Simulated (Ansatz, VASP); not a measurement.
**One calculation of SnO, two programs**

INCAR

```
SYSTEM = SnO
  PREC = Accurate
  ENCUT = 520
  EDIFF = 1E-8
  ISMEAR = -1
  SIGMA = 0.02
  LREAL = .FALSE.
  LASPH = .TRUE.
  NELM = 60
  ALGO = Normal
  ISIF = 2
  LWAVE = .FALSE.
  LCHARG = .FALSE.
  GGA = CA
  LEFG = .TRUE.
  NBANDS = 28
```

File KPOINTS:

```
regular mesh
0
G
  6 6 5
  0 0 0
```

File POSCAR:

```
SnO
1.0
    3.8271795418      0.0000000000      0.0000000000
    0.0000000000      3.8271795418      0.0000000000
    0.0000000000      0.0000000000      4.8680274234
Sn O
2 2
Direct
    0.0000000000      0.5000000000      0.2385000000
    0.5000000000      0.0000000000      0.7615000000
    0.0000000000      0.0000000000      0.0000000000
    0.5000000000      0.5000000000      0.0000000000
```

Input for Ansatz:

```yaml
crystal:
  lattice:
    - [3.8271795418, 0.0, 0.0]
    - [0.0, 3.8271795418, 0.0]
    - [0.0, 0.0, 4.8680274234]
  atoms:
    - { symbol: Sn, position: [0.0, 0.5, 0.2385] }
    - { symbol: Sn, position: [0.5, 0.0, 0.7615] }
    - { symbol: O, position: [0.0, 0.0, 0.0] }
    - { symbol: O, position: [0.5, 0.5, 0.0] }
kpoints:
  mp_grid: { grid: [6, 6, 5] }
scf:
  occupations: { method: fermi_dirac, width: 0.02 }
hamiltonian:
  xc: lda
  pseudopotentials: { kind: all_electron, datasets: crystal }
output:
  forces: true
  stress: true
  eigenvalues: true
  efg: { contact_densities: true }
```

Change from the starting cell: volume scaled by 1.02, crystal datasets.

Alike in both runs: task electric field gradients; functional LDA; k mesh 6 × 6 × 5; occupations fermi-dirac, width 0.02 eV; no spin polarisation.

|  | VASP | Ansatz |
| --- | --- | --- |
| version | VASP 6.6.1 | Ansatz 0.2.0 |
| potentials or method | VASP PAW LDA potentials, release 64 (Sn_d, O), cutoff 520 eV | all-electron PAW with datasets made for the crystal, scalar-relativistic |

|  | VASP | Ansatz | Ansatz less VASP |
| --- | --- | --- | --- |
| pressure (GPa) | -4.3 | -4.6 | -0.30 |
| traceless stress, the component that is largest in VASP (GPa) | 0.39 | 0.38 | -0.012 |
| rms of the force components (eV/Å) | 0.170 | 0.212 | +0.0418 |
| size of Vzz on the site where it differs most (V/Å²) | 161.6 | 165.7 | +4.08 |

LDA's correlation is that of Perdew and Zunger in VASP and of Perdew and Wang (1992) in Ansatz. Atom by atom the forces differ by 0.042 eV/Å (rms over components). Ansatz ran all-electron here, and VASP with PAW potentials.
